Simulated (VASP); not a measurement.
# CS3 (P6_3/mmc) in VASP: a series of runs, part 2 of 2

VASP 6.6.1. Earlier steps stand in the parts before.

## Step 4: Single point, PBE+D3(BJ)

This run uses another cell than the first one, of 20.21 Å³/atom, 1.461 times its volume.

Input file INCAR:

```
SYSTEM = CS3
PREC = Accurate
ENCUT = 520
EDIFF = 1E-6
ISMEAR = 0
SIGMA = 0.1
LREAL = .FALSE.
LASPH = .TRUE.
NELM = 60
ALGO = Normal
ISIF = 2
LWAVE = .FALSE.
LCHARG = .FALSE.
GGA = PE
IVDW = 12
NBANDS = 32
```

Input file KPOINTS:

```
Automatic mesh
0
G
  3 3 4
  0 0 0
```

Input file POSCAR:

```
CS3
1.0
    6.3045426000      0.0000000000      0.0000000000
   -3.1522713000      5.4598940500      0.0000000000
    0.0000000000      0.0000000000      4.6965183100
C S
2 6
Direct
    0.6666666700      0.3333333300      0.2500000000
    0.3333333300      0.6666666700      0.7500000000
    0.1508466300      0.3016932600      0.2500000000
    0.6983067400      0.8491533700      0.2500000000
    0.1508466300      0.8491533700      0.2500000000
    0.8491533700      0.1508466300      0.7500000000
    0.3016932600      0.1508466300      0.7500000000
    0.8491533700      0.6983067400      0.7500000000
```

Potentials or basis: VASP PAW PBE potentials, release 64 (C, S).

The run is started by

```bash
$ cat potpaw_PBE.64/C/POTCAR potpaw_PBE.64/S/POTCAR > POTCAR
$ mpirun -np 1 vasp_std > vasp.out
```

OUTCAR:

```text
SYSTEM = CS3
   PREC = Accurate
   ENCUT = 520
   EDIFF = 1E-6
   ISMEAR = 0
   LREAL = .FALSE.
   LASPH = .TRUE.
   NELM = 60
   ISIF = 2
   GGA = PE
   IVDW = 12
 IVDW          = 12

 ion  position               nearest neighbor table
   1  0.667  0.333  0.250-
   2  0.333  0.667  0.750-
   3  0.151  0.302  0.250-
   4  0.698  0.849  0.250-
   5  0.151  0.849  0.250-
   6  0.849  0.151  0.750-
   7  0.302  0.151  0.750-
   8  0.849  0.698  0.750-

  LATTYP: Found a hexagonal cell.
 ALAT       =     6.3045426000
 C/A-ratio  =     0.7449419582

  Lattice vectors:

 A1 = (   6.3045426000,   0.0000000000,   0.0000000000)
 A2 = (  -3.1522713000,   5.4598940500,   0.0000000000)
 A3 = (   0.0000000000,   0.0000000000,   4.6965183100)

Analysis of symmetry for initial positions (statically):
=====================================================================
 Subroutine PRICEL returns:
 Original cell was already a primitive cell.

 Routine SETGRP: Setting up the symmetry group for a
 hexagonal supercell.

 Subroutine GETGRP returns: Found 24 space group operations
 (whereof 12 operations were pure point group operations)
 out of a pool of 24 trial point group operations.

The static configuration has the point symmetry D_3d.
 The point group associated with its full space group is D_6h.

Analysis of symmetry for dynamics (positions and initial velocities):
=====================================================================
 Subroutine PRICEL returns:
 Original cell was already a primitive cell.

 Routine SETGRP: Setting up the symmetry group for a
 hexagonal supercell.

 Subroutine GETGRP returns: Found 24 space group operations
[... 119 lines left out ...]
     AMIX     =   0.40;   BMIX     =  1.00
     AMIX_MAG =   1.60;   BMIX_MAG =  1.00
  volume/ion in A,a.u.               =      20.21       136.37
  Fermi-wavevector in a.u.,A,eV,Ry     =   1.060933  2.004872 15.314417  1.125578
  Thomas-Fermi vector in A             =   2.196331
   LORBIT       =      0    0 simple, 1 ext, 2 COOP (PROOUT), +10 PAW based schemes
   GGA     = PE    functional components
   LHFCALC =     F    Hartree Fock is set to
   AEXX    =    0.0000 exact exchange contribution
   IVDW    =    12    specifies the selected vdW correction
   LEPSILON=     F    determine dielectric tensor
   LRPA    =     F    only Hartree local field effects (RPA)
 non-spin polarized calculation
 Gauss-broadening in eV      SIGMA  =   0.10
  energy-cutoff  :      520.00
  volume of cell :      161.66
 maximum number of plane-waves:      4380
 NGX is ok and might be reduce to    48
   NGX = 23   NGY = 23   NGZ = 17

 number of electron      44.0000003 magnetization

 Free energy of the ion-electron system (eV)
  ---------------------------------------------------
  ext. energy  EPLUGINS =         0.00000000
  ---------------------------------------------------
  free energy    TOTEN  =       -22.26843036 eV

  energy without entropy =      -22.22464162  energy(sigma->0) =      -22.24653599

 E-fermi :   3.0732     XC(G=0):  -9.5428

 val. band max:        3.0607378839   @ k =   0.3333   0.0000   0.2500
 cond. band min:       3.0754125681   @ k =   0.3333   0.3333   0.2500
 fundamental gap:      0.0146746842
 Fermi energy:         3.0731913977

 k-point     1 :       0.0000    0.0000    0.0000
  band No.  band energies     occupation
      1     -11.5631      2.00000
      2      -9.3838      2.00000
      3      -9.3838      2.00000
      4      -8.4361      2.00000
      5      -7.7911      2.00000
      6      -7.7911      2.00000
[... 304 lines left out ...]
     31       4.6514      0.00000
     32       4.6514      0.00000

------------------------ aborting loop because EDIFF is reached ----------------------------------------

 Edisp (eV)   -2.03913

 E8    (eV) :    -0.7111

  FORCE on cell =-STRESS in cart. coord.  units (eV):
  Direction    XX          YY          ZZ          XY          YZ          ZX
  --------------------------------------------------------------------------------------
  -------------------------------------------------------------------------------------
  Total     -11.83807   -11.83807   -22.48520     0.00000     0.00000     0.00000
  in kB    -117.32150  -117.32150  -222.84017     0.00000     0.00000     0.00000
  external pressure =     -152.49 kB  Pullay stress =        0.00 kB

 VOLUME and BASIS-vectors are now :
 -----------------------------------------------------------------------------
  energy-cutoff  :      520.00
  volume of cell :      161.66
      direct lattice vectors                 reciprocal lattice vectors
     6.304542600  0.000000000  0.000000000     0.158615789  0.091576869  0.000000000
    -3.152271300  5.459894050  0.000000000     0.000000000  0.183153737  0.000000000
     0.000000000  0.000000000  4.696518310     0.000000000  0.000000000  0.212923688

 POSITION                                       TOTAL-FORCE (eV/Angst)
 -----------------------------------------------------------------------------------
      3.15227      1.81996      1.17413        -0.000000      0.000000      0.000000
     -0.00000      3.63993      3.52239         0.000000      0.000000      0.000000
     -0.00000      1.64721      1.17413         0.000000      0.251797     -0.000000
      1.72574      4.63629      1.17413        -0.218062     -0.125898      0.000000
     -1.72574      4.63629      1.17413         0.218062     -0.125898      0.000000
      4.87801      0.82361      3.52239        -0.218062      0.125898     -0.000000
      1.42653      0.82361      3.52239         0.218062      0.125898     -0.000000
      3.15227      3.81268      3.52239        -0.000000     -0.251797      0.000000
 -----------------------------------------------------------------------------------
    total drift:                               -0.000020      0.000011      0.000000

  FREE ENERGIE OF THE ION-ELECTRON SYSTEM (eV)
  ---------------------------------------------------
  free  energy   TOTEN  =       -24.3075615966 eV

  energy  without entropy=      -24.2637728522  energy(sigma->0) =      -24.28566722
```

OSZICAR:

```text
N       E                     dE             d eps       ncg     rms          rms(c)
DAV:   1     0.202893778778E+03    0.20289E+03   -0.19260E+04   576   0.119E+03
DAV:   2    -0.712050409252E+01   -0.21001E+03   -0.20174E+03   800   0.201E+02
DAV:   3    -0.220791193927E+02   -0.14959E+02   -0.14376E+02   672   0.550E+01
DAV:   4    -0.224059911537E+02   -0.32687E+00   -0.31805E+00   584   0.944E+00
DAV:   5    -0.224142616825E+02   -0.82705E-02   -0.82645E-02   664   0.147E+00    0.121E+01
DAV:   6    -0.225102152089E+02   -0.95954E-01   -0.53360E-01   680   0.268E+00    0.779E+00
DAV:   7    -0.224682346419E+02    0.41981E-01   -0.12487E+00   704   0.357E+00    0.619E+00
DAV:   8    -0.222779724932E+02    0.19026E+00   -0.16392E-01   640   0.195E+00    0.112E+00
DAV:   9    -0.222686020324E+02    0.93705E-02   -0.39310E-02   648   0.835E-01    0.409E-01
DAV:  10    -0.222691536361E+02   -0.55160E-03   -0.49190E-03   592   0.285E-01    0.346E-01
DAV:  11    -0.222684061645E+02    0.74747E-03   -0.55934E-04   720   0.107E-01    0.400E-02
DAV:  12    -0.222684244541E+02   -0.18290E-04   -0.90545E-05   576   0.373E-02    0.466E-02
DAV:  13    -0.222684302499E+02   -0.57958E-05   -0.49376E-06   656   0.115E-02    0.727E-03
DAV:  14    -0.222684303637E+02   -0.11380E-06   -0.18167E-07   288   0.223E-03
   1 F= -.24307562E+02 E0= -.24285667E+02  d E =-.437887E-01
```

stdout:

```text
POSCAR found type information on POSCAR C S
 POSCAR found :  2 types and       8 ions
 scaLAPACK will be used
 LDA part: xc-table for (Slater+PW92), standard interpolation
 POSCAR, INCAR and KPOINTS ok, starting setup
 FFT: planning ... GRIDC
 FFT: planning ... GRID_SOFT
 FFT: planning ... GRID
 WAVECAR not read
 entering main loop
```

Run time: 62 s. Hardware: 1 thread of Intel Xeon Platinum 8259CL at 2.50GHz (Skylake/Cascade Lake), shared host; peak memory 0.28 GiB.

What came out:

- Free energy: -24.3076 eV
- Pressure: -15.2 GPa
- Largest force: 0.252 eV/Å
- Band gap on the k mesh: zero (band 22 reaches 3.74 eV, above the bottom of band 23 at 2.72 eV)
- Dispersion energy per atom: -0.255 eV

Forces in eV/Å, atoms in the order of the input:
```
C    0.000  0.000  0.000
C    0.000  0.000  0.000
S    0.000  0.252  0.000
S   -0.218 -0.126  0.000
S    0.218 -0.126  0.000
S   -0.218  0.126  0.000
S    0.218  0.126  0.000
S    0.000 -0.252  0.000
```

Caveat: the k points lie up to 0.38 Å⁻¹ apart; pairwise dispersion overbinds metals, which lowers pressure and volume.

## Step 5: Single point, PBE+D3(BJ)

This run uses another cell than the first one, of 13.70 Å³/atom, 0.990 times its volume.

Input file INCAR:

```
PREC     = Accurate       # precision mode
ENCUT    = 520            # plane-wave cutoff, eV
EDIFF    = 1E-7           # SCF threshold, eV
ISMEAR   = 0              # smearing method
SIGMA    = 0.1            # smearing width, eV
LREAL    = F              # projectors in reciprocal space
LASPH    = T              # aspherical terms in the spheres
NELM     = 80             # most SCF steps
ALGO     = Normal         # electronic algorithm
ISIF     = 2              # what is computed and relaxed
LWAVE    = F              # write WAVECAR
LCHARG   = F              # write CHGCAR
GGA      = PE             # functional
IVDW     = 12             # dispersion correction
NBANDS   = 32             # bands
```

Input file KPOINTS:

```
Automatic mesh
0
Gamma
  6 6 12
```

Input file POSCAR:

```
CS3
1.0
    6.4722605569      0.0000000000      0.0000000000
   -3.2361302784      5.6051420621      0.0000000000
    0.0000000000      0.0000000000      3.0208214973
C S
2 6
Direct
    0.6666666667      0.3333333333      0.2500000000
    0.3333333333      0.6666666667      0.7500000000
    0.1909990320      0.3819980640      0.2500000000
    0.6180019360      0.8090009680      0.2500000000
    0.1909990320      0.8090009680      0.2500000000
    0.8090009680      0.1909990320      0.7500000000
    0.3819980640      0.1909990320      0.7500000000
    0.8090009680      0.6180019360      0.7500000000
```

The run is started by

```bash
$ cat potpaw_PBE.64/C/POTCAR potpaw_PBE.64/S/POTCAR > POTCAR
$ mpirun -np 1 vasp_std > vasp.out
```

It took 3.9 min on 1 thread of Intel Xeon Platinum 8259CL at 2.50GHz (Skylake/Cascade Lake), shared host; peak memory 0.3 GiB.

Results (log left out):

* Free energy: -32.7601 eV
* Pressure: -0.2 GPa
* Largest force: 0.016 eV/Å
* Band gap on the k mesh: zero (band 22 reaches 8.72 eV, above the bottom of band 23 at 6.56 eV)
* Dispersion energy per atom: -0.324 eV

Forces in eV/Å, atoms in the order of the input:
```
C    0.000  0.000  0.000
C    0.000  0.000  0.000
S    0.000  0.016  0.000
S   -0.013 -0.008  0.000
S    0.013 -0.008  0.000
S   -0.013  0.008  0.000
S    0.013  0.008  0.000
S    0.000 -0.016  0.000
```

Levels at points of the mesh, in eV from the Fermi level:
```csv
k point,band 18,band 19,band 20,band 21,band 22,band 23,band 24,band 25,band 26,band 27
"(0.00, 0.00, 0.00)",-2.14,-1.36,-1.36,0.11,0.11,0.41,0.41,0.57,1.51,2.29
"(0.50, 0.00, 0.00)",-1.52,-1.43,-0.95,0.21,0.28,0.42,0.76,1.04,1.72,2.03
"(0.00, 0.00, 0.50)",-2.27,-1.71,-1.71,-0.52,-0.52,-0.52,-0.52,0.23,0.23,1.67
"(0.50, 0.00, 0.50)",-4.06,-2.96,-2.96,-1.44,-1.44,-0.76,-0.76,1.70,1.70,2.42
```

Caveat: pairwise dispersion overbinds metals, which lowers pressure and volume.

## Step 6: Relaxation of cell and atoms, PBE+D3(BJ)

Input file INCAR:

```
PREC     = Accurate       # precision mode
ENCUT    = 600            # plane-wave cutoff, eV
EDIFF    = 1E-6           # SCF threshold, eV
ISMEAR   = 0              # smearing method
SIGMA    = 0.1            # smearing width, eV
LREAL    = False          # projectors in reciprocal space
LASPH    = True           # aspherical terms in the spheres
NELM     = 100            # most SCF steps
ALGO     = Normal         # electronic algorithm
ISIF     = 3              # what is computed and relaxed
LWAVE    = False          # write WAVECAR
LCHARG   = False          # write CHGCAR
GGA      = PE             # functional
IVDW     = 12             # dispersion correction
IBRION   = 2              # ionic algorithm
NSW      = 90             # ionic steps
EDIFFG   = -0.04          # ionic threshold
```

Input file KPOINTS:

```
Automatic mesh
0
Gamma
  3 3 6
```

Input file POSCAR:

```
CS3
1.0
    6.5683115566      0.0000000000      0.0000000000
   -3.2841557783      5.6883246680      0.0000000000
    0.0000000000      0.0000000000      2.9616236770
C S
2 6
Direct
    0.6666666667      0.3333333333      0.2500000000
    0.3333333333      0.6666666667      0.7500000000
    0.1914524107      0.3829048213      0.2500000000
    0.6170951787      0.8085475893      0.2500000000
    0.1914524107      0.8085475893      0.2500000000
    0.8085475893      0.1914524107      0.7500000000
    0.3829048213      0.1914524107      0.7500000000
    0.8085475893      0.6170951787      0.7500000000
```

Potentials or basis: VASP PAW PBE potentials, release 64 (C, S).

The run is started by

```bash
$ cat potpaw_PBE.64/C/POTCAR potpaw_PBE.64/S/POTCAR > POTCAR
$ mpirun -np 1 vasp_std > vasp.out
```

Wall time 4.6 min (1 thread of Intel Xeon Platinum 8259CL at 2.50GHz (Skylake/Cascade Lake), shared host); peak memory 0.28 GiB.

Results (log left out):

```yaml
Free_energy: -32.7059 eV
Relaxed_volume: 13.97 Å³/atom
Relaxed_cell: a = 6.633 Å, b = 6.633 Å, c = 2.932 Å, α = 90.00°, β = 90.00°, γ = 120.00°
Space_group_after_relaxing_to_0.05_Å: P6_3/mmc (No. 194)
Energy_gained_by_relaxing: 3.7 meV/atom
Ionic_steps: 8
Pressure_after_relaxing: 0.2 GPa
Largest_force_after_relaxing: 0.004 eV/Å
Band_gap_on_the_k_mesh: zero (band 22 reaches 8.32 eV, above the bottom of band 23 at 6.46 eV)
Dispersion_energy_per_atom: -0.318 eV
```

Forces on the atoms (eV/Å):
```
C    0.000  0.000  0.000
C    0.000  0.000  0.000
S    0.000  0.004  0.000
S   -0.003 -0.002  0.000
S    0.003 -0.002  0.000
S   -0.003  0.002  0.000
S    0.003  0.002  0.000
S    0.000 -0.004  0.000
```

Stress tensor (GPa, compression positive):
```
0.14 0.00 0.00
0.00 0.14 0.00
0.00 0.00 0.24
```

The path:
```tsv
step	energy change (eV)	largest force (eV/Å)	pressure (GPa)	volume (Å³)
1	0.0000	0.2254	-0.48	110.65
2	-0.0097	0.0278	0.22	109.99
3	-0.0099	0.0533	0.13	110.08
4	-0.0123	0.0540	0.18	110.18
5	-0.0198	0.0535	0.34	110.50
6	-0.0271	0.0338	0.82	111.13
7	-0.0275	0.0013	0.66	110.97
8	-0.0294	0.0036	0.17	111.73
```

Final structure:
```cif
data_structure
_symmetry_space_group_name_H-M 'P 1'
_symmetry_Int_Tables_number 1
_cell_length_a 6.6334
_cell_length_b 6.6334
_cell_length_c 2.9321
_cell_angle_alpha 90.000
_cell_angle_beta 90.000
_cell_angle_gamma 120.000
_cell_volume 111.73
loop_
_atom_site_label
_atom_site_type_symbol
_atom_site_fract_x
_atom_site_fract_y
_atom_site_fract_z
_atom_site_occupancy
C1 C 0.66667 0.33333 0.25000 1
C2 C 0.33333 0.66667 0.75000 1
S1 S 0.19531 0.39063 0.25000 1
S2 S 0.60937 0.80469 0.25000 1
S3 S 0.19531 0.80469 0.25000 1
S4 S 0.80469 0.19531 0.75000 1
S5 S 0.39063 0.19531 0.75000 1
S6 S 0.80469 0.60937 0.75000 1
```

Levels at points of the mesh, in eV from the Fermi level:
| k point | band 20 | band 21 | band 22 | band 23 | band 24 | band 25 |
| --- | --- | --- | --- | --- | --- | --- |
| (0.00, 0.00, 0.00) | -0.81 | 0.21 | 0.21 | 0.36 | 0.36 | 0.60 |
| (0.00, 0.00, 0.50) | -1.64 | -0.70 | -0.70 | -0.70 | -0.70 | -0.33 |

Caveat: the k points lie up to 0.36 Å⁻¹ apart in the final cell; pairwise dispersion overbinds metals, which lowers pressure and volume.

## Step 7: The runs side by side

```tsv
task	cell	k mesh	cutoff (eV)	gap on the mesh (eV)	pressure (GPa)	largest force (eV/Å)
single point	a = 6.568, b = 6.568, c = 2.962 Å, angles 90.0, 90.0, 120.0°, 8 atoms	3 × 3 × 4	520	none	-0.3	0.02
single point	a = 6.636, b = 6.636, c = 2.939 Å, angles 90.0, 90.0, 120.0°, 8 atoms	3 × 3 × 6	520	none	-0.3	0.03
single point	a = 6.305, b = 6.305, c = 4.697 Å, angles 90.0, 90.0, 120.0°, 8 atoms	3 × 3 × 4	520	none	-15.2	0.25
single point	a = 6.472, b = 6.472, c = 3.021 Å, angles 90.0, 90.0, 120.0°, 8 atoms	6 × 6 × 12	520	none	-0.2	0.02
relaxation of cell and atoms	relaxed from a = 6.568, b = 6.568, c = 2.962 Å, angles 90.0, 90.0, 120.0°, 8 atoms	3 × 3 × 6	600	none	0.2	-
```

Alike in all rows: level PBE+D3(BJ); potentials or basis VASP PAW PBE potentials, release 64 (C, S); no spin polarisation; smearing gaussian 0.1 eV.

Caveats: some runs use coarse meshes; pairwise dispersion overbinds metals, which lowers pressure and volume.

Absolute energies hang on the potentials; compare differences alone.
